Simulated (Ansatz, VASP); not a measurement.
**Two plane-wave programs on Cs**

```
Cs
1.0
    -2.66709    2.66709    2.66709
     2.66709   -2.66709    2.66709
     2.66709    2.66709   -2.66709
Cs
1
Cartesian
  0.0000 0.0000 0.0000
```

Alike in both runs: task single point; functional PBEsol; k mesh 6 × 6 × 6; occupations gaussian, width 0.1 eV; no spin polarisation.

```csv
,VASP,Ansatz
version,VASP 6.6.1,Ansatz 0.2.0
potentials or method,"VASP PAW PBE potentials, release 64 (Cs_sv), cutoff 520 eV","scalar-relativistic, plane waves, PAW"
valence electrons in the cell,9,9
```

```tsv
	VASP	Ansatz	Ansatz less VASP
gap on the k mesh at the Fermi level (eV)	none	none	-
pressure (GPa)	1.3	1.3	+0.01
```

VASP's potentials were made for PBE, not for PBEsol. A gap of «none» marks a metal or a gap that the smearing closes.

Neither program's run includes spin-orbit coupling.
